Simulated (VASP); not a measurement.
A run of VASP 6.6.1 is set up as follows.

File INCAR:

```
  PREC = Accurate
  ENCUT = 520
  EDIFF = 1E-6
  ISMEAR = 0
  SIGMA = 0.01
  LREAL = False
  LASPH = True
  NELM = 60
  ALGO = Normal
  ISIF = 2
  LWAVE = False
  LCHARG = False
  GGA = PE
  NBANDS = 11
```

The input KPOINTS:

```
regular mesh
0
Gamma
  10 10 10
```

File POSCAR:

```
BN
1.0
    0.0000000000      1.7830713297      1.7830713297
    1.7830713297      0.0000000000      1.7830713297
    1.7830713297      1.7830713297      0.0000000000
B N
1 1
Direct
    0.0000000000      0.0000000000      0.0000000000
    0.2500000000      0.2500000000      0.2500000000
```

Potentials or basis: VASP PAW PBE potentials, release 64 (B, N).

Run with:

```console
$ cat potpaw_PBE.64/B/POTCAR potpaw_PBE.64/N/POTCAR > POTCAR
$ mpirun -np 1 vasp_std > vasp.out
```

(1) Estimate the pressure.

(2) Estimate the band gap on the k mesh.

## Answers

(1) 20.3 GPa.

(2) 4.50 eV, indirect (least direct gap 9.02 eV).
